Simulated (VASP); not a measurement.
Write the native input for VASP 6.6.1 that does the following.

```
Task                   : single point
Functional             : PBE
Potentials or basis    : VASP PAW PBE potentials, release 64 (B, N)
Cutoff                 : 520 eV
k mesh                 : 6 × 6 × 4
Occupations            : gaussian, width 0.01 eV
Spin                   : no spin polarisation
Dipole correction      : no
Further INCAR settings : ALGO = Normal; EDIFF = 1e-06; NBANDS = 16
```

The structure of BN lies in POSCAR:

```
BN
1.0
    2.5439499996      0.0000000000      0.0000000000
   -1.2719749998      2.2031253256      0.0000000000
    0.0000000000      0.0000000000      4.2919716483
B N
2 2
Direct
    0.3333333333      0.6666666667     -0.0001346901
    0.6666666667      0.3333333333      0.4998653099
    0.3333333333      0.6666666667      0.3751346901
    0.6666666667      0.3333333333      0.8751346901
```

This cell differs from its parent crystal: uniaxial z strain +2.0%.

These files were run (other wordings do the same):

INCAR

```
ALGO     = Normal         # electronic algorithm
EDIFF    = 1E-6           # SCF threshold, eV
ENCUT    = 520            # plane-wave cutoff, eV
GGA      = PE             # functional
ISIF     = 2              # what is computed and relaxed
ISMEAR   = 0              # smearing method
LASPH    = T              # aspherical terms in the spheres
LCHARG   = F              # write CHGCAR
LREAL    = F              # projectors in reciprocal space
LWAVE    = F              # write WAVECAR
NBANDS   = 16             # bands
NELM     = 80             # most SCF steps
PREC     = Accurate       # precision mode
SIGMA    = 0.01           # smearing width, eV
```

KPOINTS

```
k-points
0
Gamma
  6 6 4
```

Potentials or basis: VASP PAW PBE potentials, release 64 (B, N).

Command:

```sh
$ cat potpaw_PBE.64/B/POTCAR potpaw_PBE.64/N/POTCAR > POTCAR
$ mpirun -np 1 vasp_std > vasp.out
```

It gave:

The pressure is -2.3 GPa and the largest force is 0.037 eV/Å. The band gap on the k mesh is 5.20 eV, indirect (least direct gap 7.84 eV).

Caveat: the k points lie up to 0.48 Å⁻¹ apart; the cell differs from its parent crystal (uniaxial z strain +2.0%).

Wall time 12 s on 1 thread of AMD EPYC 7R13, on a shared host, peak memory 0.1 GiB.
